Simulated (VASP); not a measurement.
A run of VASP 6.6.1 is set up as follows.

INCAR

```
ALGO = Normal
EDIFF = 1E-6
ENCUT = 520
GGA = PE
ISIF = 2
ISMEAR = 0
LASPH = T
LCHARG = F
LREAL = F
LWAVE = F
NBANDS = 17
NELM = 80
PREC = Accurate
SIGMA = 0.03
```

The input KPOINTS:

```
k-points
0
Gamma
  10 10 10
```

Contents of POSCAR:

```
PbS
1.0
    0.0000000000      2.9650000000      2.9650000000
    2.9650000000      0.0000000000      2.9650000000
    2.9650000000      2.9650000000      0.0000000000
Pb S
1 1
Direct
    0.0000000000      0.0000000000      0.0000000000
    0.5012170115      0.5012170115      0.5012170115
```

Potentials or basis: VASP PAW PBE potentials, release 64 (Pb_d, S).

The run is started by

```sh
$ cat potpaw_PBE.64/Pb_d/POTCAR potpaw_PBE.64/S/POTCAR > POTCAR
$ mpirun -np 1 vasp_std > vasp.out
```

Question: What does it give for the pressure?

Answer: 2.2 GPa.

Question: What does it give for the band gap on the k mesh?

Answer: 0.36 eV.

Question: Estimate the largest force.

Answer: 0.007 eV/Å.

Forces on the atoms (eV/Å):
```
Pb   0.004  0.004  0.004
S   -0.004 -0.004 -0.004
```

Caveat: spin-orbit coupling is left out, which moves the levels of the heavy elements. A k mesh can miss the band edges.
